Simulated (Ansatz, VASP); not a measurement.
## GaSb3 in VASP and in Ansatz

```
Sb Ga
1.0
     0.00000    3.75530    3.75530
     3.75530    0.00000    3.75530
     3.75530    3.75530    0.00000
Sb Ga
3 1
Direct
  0.50000 0.50000 0.50000
  0.75000 0.75000 0.75000
  0.25000 0.25000 0.25000
  0.00000 0.00000 0.00000
```

Alike in both runs: task single point; functional LDA; k mesh 6 × 6 × 6; occupations fermi-dirac, width 0.05 eV; no spin polarisation.

|  | VASP | Ansatz |
| --- | --- | --- |
| version | VASP 6.6.1 | Ansatz 0.2.0 |
| potentials or method | VASP PAW LDA potentials, release 64 (Sb, Ga_d) | Ansatz PAW |
| plane-wave cutoff (eV) | 500 | 420 |
| valence electrons in the cell | 28 | 58 |

```csv
,VASP,Ansatz,Ansatz less VASP
gap on the k mesh at the Fermi level (eV),none,none,-
pressure (GPa),-5.3,-5.3,-0.02
```

LDA's correlation is that of Perdew and Zunger in VASP and of Perdew and Wang (1992) in Ansatz. A gap of «none» marks a metal or a gap that the smearing closes. VASP's potentials hold 28 valence electrons a cell and Ansatz's 58, so a difference there can come from the potentials and not from the codes.

Neither program's run includes spin-orbit coupling.
